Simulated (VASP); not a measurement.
Set up this calculation in VASP 6.6.1, as the native input.

* Task: single point
* Functional: PBE
* Potentials or basis: VASP PAW PBE potentials, release 64 (Zn, Cd, Se)
* Cutoff: 520 eV
* k mesh: 6 × 6 × 4
* Occupations: gaussian, width 0.02 eV
* Spin: no spin polarisation
* Dipole correction: no
* k mesh for the DOS: 9 × 9 × 6
* Occupations for the DOS: tetrahedron
* Further INCAR settings: ALGO = Normal; EDIFF = 1e-06

The system is Zn2CdSe3.

```
Zn Cd Se
1.0
     4.15357    0.00000    0.00000
    -2.07679    3.59710    0.00000
     0.00000    0.00000   10.25296
Zn Cd Se
2 1 3
Direct
  0.00000 0.00000 0.00734
  0.66667 0.33333 0.32503
  0.33333 0.66667 0.67089
  0.00000 0.00000 0.24950
  0.66667 0.33333 0.56636
  0.33333 0.66667 0.93090
```

One way to write it, as run:

POSCAR

```
Zn2CdSe3
1.0
    4.1535726208      0.0000000000      0.0000000000
   -2.0767863104      3.5970994061      0.0000000000
    0.0000000000      0.0000000000     10.2529594867
Zn Cd Se
2 1 3
Direct
    0.0000000000      0.0000000000      0.0073382349
    0.6666666667      0.3333333333      0.3250260305
    0.3333333333      0.6666666667      0.6708891407
    0.0000000000      0.0000000000      0.2494954682
    0.6666666667      0.3333333333      0.5663553796
    0.3333333333      0.6666666667      0.9308957461
```

INCAR.step1

```
PREC = Accurate
ENCUT = 520
EDIFF = 1E-6
ISMEAR = 0
SIGMA = 0.02
LREAL = False
LASPH = True
NELM = 100
ALGO = Normal
ISIF = 2
LWAVE = False
LCHARG = True
GGA = PE
NBANDS = 36
```

KPOINTS.step1

```
regular mesh
0
Gamma
  6 6 4
```

INCAR.step2

```
PREC = Accurate
ENCUT = 520
EDIFF = 1E-6
ISMEAR = -5
SIGMA = 0.02
LREAL = False
LASPH = True
NELM = 100
ALGO = Normal
ISIF = 2
LWAVE = False
LCHARG = False
GGA = PE
LORBIT = 11
NEDOS = 1001
ICHARG = 11
```

KPOINTS.step2

```
regular mesh
0
Gamma
  9 9 6
```

Potentials or basis: VASP PAW PBE potentials, release 64 (Zn, Cd, Se).

Command:

```sh
$ cat potpaw_PBE.64/Zn/POTCAR potpaw_PBE.64/Cd/POTCAR potpaw_PBE.64/Se/POTCAR > POTCAR
$ cp INCAR.step1 INCAR
$ cp KPOINTS.step1 KPOINTS
$ mpirun -np 1 vasp_std > vasp.out
$ cp INCAR.step2 INCAR
$ cp KPOINTS.step2 KPOINTS
$ mpirun -np 1 vasp_std > vasp.out
```

It gave:

```
Valence electrons inside the program's atomic spheres : Zn 10.70, 10.69; Cd 10.32; Se 3.85, 3.87, 3.84
```

It took 5.9 min on 1 thread of Intel(R) Xeon(R) Platinum 8488C (Sapphire Rapids) (shared host), peak memory 0.46 GiB.
